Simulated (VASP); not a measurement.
**Cr: single point with LDA**

Cr:

```
Cr
1.0
     2.71400    0.00000    0.00000
    -1.35700    2.35039    0.00000
     0.00000    0.00000    4.41000
Cr
2
Cartesian
  1.3570 0.7835 3.3075
  0.0000 1.5669 1.1025
```

- Program: VASP 6.6.1
- Task: single point
- Functional: LDA
- Potentials or basis: VASP PAW LDA potentials, release 64 (Cr_pv)
- Cutoff: 520 eV
- k mesh: 11 × 11 × 6
- Occupations: fermi-dirac, width 0.05 eV
- Spin: collinear spin, ferromagnetic start
- Starting moments: [3.0, 3.0] μB

```
Pressure                                              : -38.9 GPa
Net moment                                            : 0.47 μB per cell
Site moments                                          : Cr +0.22 μB
Valence electrons inside the program's atomic spheres : Cr 10.73
```

Stress tensor (GPa, compression positive):
```
-41.66   0.00   0.00
  0.00 -41.66   0.00
  0.00   0.00 -33.45
```

Levels at points of the mesh, in eV from the Fermi level:
Spin up:
```tsv
k point	band 9	band 10	band 11	band 12	band 13	band 14	band 15	band 16
(0.00, 0.00, 0.00)	-0.39	-0.39	-0.39	-0.02	-0.02	0.43	0.43	0.62
(0.00, 0.00, 0.50)	-0.90	-0.90	-0.45	-0.45	-0.45	-0.45	1.33	1.33
```
Spin down:
```
           k point  band 9  band 10  band 11  band 12  band 13  band 14  band 15  band 16
(0.00, 0.00, 0.00)   -0.24    -0.22    -0.22     0.16     0.16     0.62     0.62     0.70
(0.00, 0.00, 0.50)   -0.75    -0.75    -0.28    -0.28    -0.28    -0.28     1.53     1.53
```

Run time: 65 s on 1 thread of AMD EPYC 7R13 Processor (Zen 3), with other jobs on the host, peak memory 0.14 GiB.
